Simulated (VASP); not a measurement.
Runs of VASP 6.6.1 on Co. The structure is that of space group Fd-3m (No. 227), or close to it. The cells are those of the table. This isn't the form of Co at room conditions, which is hcp.

```tsv
cell	gap on the mesh (eV)	pressure (GPa)	moment (μB)
a = 4.489 Å, angles 60.0°, 6 atoms	none	-4.4	(c)
a = 4.360 Å, angles 60.0°, 6 atoms	none	18.9	(b)
a = 4.550 Å, angles 60.0°, 6 atoms	none	-12.4	(a)
a = 4.610 Å, angles 60.0°, 6 atoms	none	-18.6	9.36
a = 4.425 Å, angles 60.0°, 6 atoms	none	5.9	8.35
```

Alike in all rows: task single point; level LDA; potentials or basis VASP PAW LDA potentials, release 64 (Co); spin collinear, ferromagnetic start; k mesh 6 × 6 × 6; cutoff (eV) 600; smearing fermi-dirac 0.15 eV.

Q: Fill in the values left out.

A: (a) 9.05; (b) 7.98; (c) 8.71.

Caveats: the cell stands under tension (at least some runs); the cell stands under pressure (at least some runs).

A gap of «none» marks levels without a gap at the run's occupations.
